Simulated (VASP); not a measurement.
Wanted: the native input for a VASP 6.6.1 run.

- Task: relaxation of cell and atoms
- Functional: PBE
- Potentials or basis: VASP PAW PBE potentials, release 64 (Li_sv, H)
- Cutoff: 600 eV
- k mesh: 12 × 12 × 10
- Occupations: gaussian, width 0.1 eV
- Spin: no spin polarisation
- Dipole correction: no
- Further INCAR settings: ALGO = Normal; EDIFF = 1e-06; IBRION = 2; EDIFFG = -0.01; NSW = 100; ISIF = 3

The structure of LiH5 lies in POSCAR:

```
LiH5
1.0
    4.1215669455      0.0000000000      0.0000000000
   -2.0607834727      3.5693816782      0.0000000000
    0.0000000000      0.0000000000      3.7902256209
Li H
1 5
Direct
    0.0000000000      0.0000000000      0.0000000000
    0.3333333333      0.6666666667      0.0000000000
    0.6666666667      0.3333333333      0.0000000000
    0.5000000000      0.0000000000      0.0000000000
    0.5000000000      0.5000000000      0.0000000000
    0.0000000000      0.5000000000      0.0000000000
```

One way to write it, as run:

INCAR

```
SYSTEM = LiH5
PREC = Accurate ; ENCUT = 600
EDIFF = 1E-6 ; ISMEAR = 0
SIGMA = 0.1 ; LREAL = .FALSE.
LASPH = .TRUE. ; NELM = 80
ALGO = Normal ; ISIF = 3
LWAVE = .FALSE. ; LCHARG = .FALSE.
GGA = PE ; IBRION = 2
NSW = 100 ; EDIFFG = -0.01
```

KPOINTS

```
regular mesh
0
G
  12 12 10
  0 0 0
```

Potentials or basis: VASP PAW PBE potentials, release 64 (Li_sv, H).

Launch:

```sh
$ cat potpaw_PBE.64/Li_sv/POTCAR potpaw_PBE.64/H/POTCAR > POTCAR
$ mpirun -np 1 vasp_std > vasp.out
```

It gave:

The relaxed volume is 10.05 Å³/atom, the relaxed cell is a = 4.121 Å, b = 4.121 Å, c = 4.100 Å, α = 90.00°, β = 90.00°, γ = 120.00° and the space group after relaxing (to 0.05 Å) is P6/mmm (No. 191). The energy gained by relaxing is 0.7 meV/atom, the ionic steps are 12 and the pressure after relaxing is 0.0 GPa. The band gap on the k mesh is zero (band 4 reaches -0.77 eV, above the bottom of band 5 at -0.88 eV).

Caveat: the cutoff is under 1.25 times the usual one of these potentials, so pressure, stress and relaxed cells hold a basis-set (Pulay) error.

Wall time 120 s on 1 thread of Intel(R) Xeon(R) 6975P-C (Granite Rapids) (shared host), peak memory 0.21 GiB.
